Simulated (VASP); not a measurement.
TaN, 2 atoms in the cell. The structure is cubic, space group Fm-3m (No. 225). Conventional cell: a = 4.423 Å, b = 4.423 Å, c = 4.423 Å, α = 90.00°, β = 90.00°, γ = 90.00°. Ta (site symmetry m-3m) has 6 N at 2.21 Å within 2.9 Å. N (site symmetry m-3m) has 6 Ta at 2.21 Å within 2.9 Å. 

* Program: VASP 6.6.1
* Task: single point
* Functional: r2SCAN
* Potentials or basis: VASP PAW PBE potentials, release 64 (Ta_sv_GW, N)
* Cutoff: 770 eV
* k mesh: 7 × 7 × 7
* Occupations: fermi-dirac, width 0.05 eV
* Spin: non-collinear spin, zero start, spin-orbit coupling
* Starting moments: [[0.0, 0.0, 0.0], [0.0, 0.0, 0.0]] μB
* Dipole correction: no
* Further INCAR settings: ALGO = Normal; EDIFF = 1e-06; NBANDS = 30

Potentials or basis: VASP PAW PBE potentials, release 64 (Ta_sv_GW, N).

Run with:

```console
$ cat potpaw_PBE.64/Ta_sv_GW/POTCAR potpaw_PBE.64/N/POTCAR > POTCAR
$ cp INCAR.step1 INCAR
$ mpirun -np 1 vasp_ncl > vasp.out
$ cp INCAR.step2 INCAR
$ mpirun -np 1 vasp_ncl > vasp.out
```

Hardware: 1 thread of Intel(R) Xeon(R) 6975P-C (Granite Rapids), with other jobs on the host.

Problem. How long does it take, and how much memory?

Solution. Wall time 2.4 min on 1 thread of Intel(R) Xeon(R) 6975P-C (Granite Rapids) (shared host), peak memory 0.32 GiB. Counts: k points 20.
